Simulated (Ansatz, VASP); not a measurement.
**One calculation of ZrOF2, two programs**

```xyz
4
Lattice="-1.8757 1.8757 3.5644 1.8757 -1.8757 3.5644 1.8757 1.8757 -3.5644" Properties=species:S:1:pos:R:3 pbc="T T T"
Zr    0.0000    1.8757    1.7822
O     0.0000    0.0000    0.0000
F     0.0000    0.0000    2.4805
F     0.0000    0.0000    4.6483
```

Change from the starting cell: species swapped into the TlAgTe2 type (I-4m2, No. 119).

Alike in both runs: functional PBE; k mesh 8 × 8 × 8; occupations gaussian, width 0.02 eV; no spin polarisation.

Ansatz relaxed the structure, and its values are those at the end. VASP's run is a single point on that final structure, the one shown.

|  | VASP | Ansatz |
| --- | --- | --- |
| version | VASP 6.6.1 | Ansatz 0.2.0 |
| potentials or method | VASP PAW PBE potentials, release 64 (Zr_sv, O, F), cutoff 520 eV | scalar-relativistic, plane waves, PAW |
| valence electrons in the cell | 32 | 32 |

Ansatz gave:

| Item | Value |
| --- | --- |
| gap on the k mesh at the Fermi level (eV) | 2.60 |
| least direct gap on the mesh (eV) | 2.60 |
| pressure (GPa) | 0.0 |
| rms of the force components (eV/Å) | 0.000 |

Question: Estimate VASP's values.

Answer: gap on the k mesh at the Fermi level (eV): 2.59; least direct gap on the mesh (eV): 2.59; pressure (GPa): 0.3; rms of the force components (eV/Å): 0.012.

With one functional, cell and mesh, what is left measures potentials, basis and numerics.
